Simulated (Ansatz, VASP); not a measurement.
# One calculation of C, two programs

```
CELL_PARAMETERS angstrom
0.00000 1.73049 1.73049
1.73049 0.00000 1.73049
1.73049 1.73049 0.00000
ATOMIC_POSITIONS crystal
C 0.00000 0.00000 0.00000
C 0.25000 0.25000 0.25000
```

Alike in both runs: task single point; functional PBE; k mesh 12 × 12 × 12; occupations gaussian, width 0.02 eV; no spin polarisation.

```csv
,VASP,Ansatz
version,VASP 6.6.1,Ansatz 0.2.0
potentials or method,"VASP PAW PBE potentials, release 64 (C), cutoff 600 eV","scalar-relativistic, all-electron LAPW"
```

VASP gave:

```
gap on the k mesh at the Fermi level (eV) : 4.36
least direct gap on the mesh (eV)         : 5.84
```

Task: Which values does Ansatz return?

Result: gap on the k mesh at the Fermi level (eV): 4.37; least direct gap on the mesh (eV): 5.85.

Ansatz ran all-electron here, and VASP with PAW potentials.
